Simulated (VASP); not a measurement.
Si5Mo3, 24 atoms in the cell. The cell holds a disordered packing, 24 atoms: a = 7.023 Å, b = 6.989 Å, c = 7.318 Å, α = 91.52°, β = 86.59°, γ = 86.68°. 

| Property | Result |
| --- | --- |
| Program | VASP 6.6.1 |
| Task | single point |
| Functional | PBE |
| Potentials or basis | VASP PAW PBE potentials, release 64 (Si, Mo_sv) |
| Cutoff | 520 eV |
| k mesh | 2 × 2 × 2, shifted |
| Occupations | gaussian, width 0.1 eV |
| Spin | no spin polarisation |
| Dipole correction | no |
| Further INCAR settings | LREAL = Auto; ALGO = Normal; EDIFF = 1e-06; NBANDS = 111; ISYM = 0 |

Potentials or basis: VASP PAW PBE potentials, release 64 (Si, Mo_sv).

Launch:

```sh
$ cat potpaw_PBE.64/Si/POTCAR potpaw_PBE.64/Mo_sv/POTCAR > POTCAR
$ mpirun -np 1 vasp_std > vasp.out
```

Hardware: 1 thread of Intel Xeon 8259CL (shared host).

Task: How long does it take, and how much memory?

Result: Run time: 9.4 min on 1 thread of Intel Xeon 8259CL (shared host), peak memory 0.43 GiB. Counts: scf iterations 19, k points 4.
